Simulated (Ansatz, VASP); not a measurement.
## Ag: VASP beside Ansatz

The input INCAR:

```
SYSTEM = Ag
ALGO = Normal
EDIFF = 1E-7
EDIFFG = -0.01
ENCUT = 600
GGA = VW
GGA_COMPAT = .False.
IBRION = 2
ISIF = 3
ISMEAR = -1
LASPH = .True.
LCHARG = .False.
LMAXMIX = 4
LORBIT = 11
LORBMOM = .True.
LREAL = .False.
LSORBIT = .True.
LWAVE = .False.
MAGMOM = 0.289 0.289 0.289
NELM = 150
NSW = 60
PREC = Accurate
SIGMA = 0.01
```

The input KPOINTS:

```
k-points
0
Gamma
  11 11 11
  0 0 0
```

Contents of POSCAR:

```
Ag
1.0
    0.0000000000      2.1401678347      2.1401678347
    2.1401678347      0.0000000000      2.1401678347
    2.1401678347      2.1401678347      0.0000000000
Ag
1
Direct
    0.0000000000      0.0000000000      0.0000000000
```

input.yaml

```yaml
crystal:
  lattice:
    - [0.0, 2.1401678347, 2.1401678347]
    - [2.1401678347, 0.0, 2.1401678347]
    - [2.1401678347, 2.1401678347, 0.0]
  atoms:
    - { symbol: Ag, position: [0.0, 0.0, 0.0], spin: 0.501, spin_axis: [0.289, 0.289, 0.289] }
hamiltonian:
  xc: { exchange: slater, correlation: vwn5 }
  pseudopotentials: { kind: paw_fr }
magnetization:
  noncollinear: true
  spin_orbit: true
kpoints:
  mp_grid: { grid: [11, 11, 11] }
scf:
  occupations: { method: fermi_dirac, width: 0.01 }
output:
  forces: true
  stress: true
relax:
  f_tol: 0.01
  max_steps: 40
  cell: { stress_tol: 0.05 }
```

Change from the starting cell: volume scaled by 1.15.

Alike in both runs: task relaxation of cell and atoms; functional SVWN5; k mesh 11 × 11 × 11; occupations fermi-dirac, width 0.01 eV; non-collinear spin, spin-orbit coupling.

|  | VASP | Ansatz |
| --- | --- | --- |
| version | VASP 6.6.1 | Ansatz 0.2.0 |
| potentials or method | VASP PAW PBE potentials, release 64 (Ag) | Ansatz PAW |
| plane-wave cutoff (eV) | 600 | 420 |
| valence electrons in the cell | 11 | 19 |

VASP gave:

```
net moment per atom (μB)                                        : 0.00
relaxed volume (Å³/atom)                                        : 15.92
relaxed length of the cell vector where the two differ most in proportion (Å) : 2.824
```

Task: Which values does Ansatz return?

Result: net moment per atom (μB): 0.00; relaxed volume (Å³/atom): 15.94; relaxed length of the cell vector where the two differ most in proportion (Å): 2.825.

VASP's potentials were made for PBE, not for SVWN5. VASP's potentials hold 11 valence electrons a cell and Ansatz's 19, so a difference there can come from the potentials and not from the codes.

Noted on VASP's run: the volume moved by over 15 % at a fixed basis, so the end points are rough. Noted on Ansatz's run: the plane-wave basis is chosen anew once the cell has moved, so the energies of steps on either side of that aren't comparable.
